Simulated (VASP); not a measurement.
Write the native input for VASP 6.6.1 that does the following.

```
Task                   : single point
Functional             : PBEsol
Potentials or basis    : VASP PAW PBE potentials, release 64 (Au)
Cutoff                 : 520 eV
k mesh                 : 10 × 10 × 10
Occupations            : fermi-dirac, width 0.1 eV
Spin                   : no spin polarisation
Dipole correction      : no
Further INCAR settings : ALGO = Normal; EDIFF = 1e-07; NBANDS = 18
```

The structure of Au lies in POSCAR:

```
Au
1.0
    0.0000000000      2.8863516756      2.8863516756
    2.8863516756      0.0000000000      2.8863516756
    2.8863516756      2.8863516756      0.0000000000
Au
2
Direct
    0.1250000000      0.1250000000      0.1250000000
    0.8750000000      0.8750000000      0.8750000000
```

This cell differs from its parent crystal: volume scaled by 0.88.

One way to write it, as run:

INCAR

```
PREC = Accurate
ENCUT = 520
EDIFF = 1E-7
ISMEAR = -1
SIGMA = 0.1
LREAL = F
LASPH = T
NELM = 80
ALGO = Normal
ISIF = 2
LWAVE = F
LCHARG = F
GGA = PS
NBANDS = 18
```

KPOINTS

```
Automatic mesh
0
Gamma
  10 10 10
```

Potentials or basis: VASP PAW PBE potentials, release 64 (Au).

The run is started by

```bash
$ cat potpaw_PBE.64/Au/POTCAR > POTCAR
$ mpirun -np 1 vasp_std > vasp.out
```

Results of the run:

```
Pressure               : 12.6 GPa
Band gap on the k mesh : zero (band 11 reaches 5.01 eV, above the bottom of band 12 at 4.35 eV)
```

Caveat: the PAW data sets were made with another functional, which shifts forces and pressure a little; spin-orbit coupling is left out, which moves the levels of the heavy elements.

Wall time 13 s on 1 thread of Intel(R) Xeon(R) 6975P-C (Granite Rapids), on a shared host, peak memory 0.18 GiB.
